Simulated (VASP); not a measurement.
A run of VASP 6.6.1:

Contents of INCAR:

```
SYSTEM = AgCl
  PREC = Accurate
  ENCUT = 520
  EDIFF = 1E-7
  ISMEAR = 0
  SIGMA = 0.05
  LREAL = .FALSE.
  LASPH = .TRUE.
  NELM = 80
  ALGO = Normal
  ISIF = 2
  LWAVE = .FALSE.
  LCHARG = .FALSE.
  GGA = PS
  NBANDS = 16
```

The input KPOINTS:

```
regular mesh
0
G
  12 12 12
  0 0 0
```

File POSCAR:

```
AgCl
1.0
    3.3629234858      0.0910666811      0.0910666811
    0.0910666811      3.3629234858      0.0910666811
    0.0910666811      0.0910666811      3.3629234858
Ag Cl
1 1
Direct
    0.0000000000      0.0000000000      0.0000000000
    0.5000000000      0.5000000000      0.5000000000
```

Potentials or basis: VASP PAW PBE potentials, release 64 (Ag, Cl).

Command:

```bash
$ cat potpaw_PBE.64/Ag/POTCAR potpaw_PBE.64/Cl/POTCAR > POTCAR
$ mpirun -np 1 vasp_std > vasp.out
```

Hardware: 1 thread of AMD EPYC 7571, with other jobs on the host.

How long does it take, and how much memory?

Run time: 3 min on 1 thread of AMD EPYC 7571, with other jobs on the host, peak memory 0.21 GiB. Counts: scf iterations 12, k points 189.
